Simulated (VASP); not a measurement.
A run of VASP 6.6.1 is set up as follows.

INCAR

```
SYSTEM = Al3Pd
PREC = Accurate ; ENCUT = 500
EDIFF = 1E-6 ; ISMEAR = 0
SIGMA = 0.4 ; LREAL = .FALSE.
LASPH = .TRUE. ; NELM = 120
ALGO = Normal ; ISIF = 2
LWAVE = .FALSE. ; LCHARG = .TRUE.
GGA = PE ; LELF = .TRUE.
LVHAR = .TRUE. ; NBANDS = 18
GGA_COMPAT = .FALSE.
```

File KPOINTS:

```
regular mesh
0
G
  5 5 5
  0 0 0
```

The input POSCAR:

```
Al3Pd
1.0
    3.9469100000      0.0000000000      0.0000000000
    0.0000000000      3.9469100000      0.0000000000
    0.0000000000      0.0000000000      3.9469100000
Al Pd
3 1
Direct
    0.0000000000      0.5000000000      0.5000000000
    0.5000000000      0.0000000000      0.5000000000
    0.5000000000      0.5000000000      0.0000000000
    0.0000000000      0.0000000000      0.0000000000
```

Potentials or basis: VASP PAW PBE potentials, release 64 (Al, Pd).

Launch:

```console
$ cat potpaw_PBE.64/Al/POTCAR potpaw_PBE.64/Pd/POTCAR > POTCAR
$ mpirun -np 1 vasp_std > vasp.out
```

Problem. What does it give for the pressure?

Solution. 1.3 GPa.
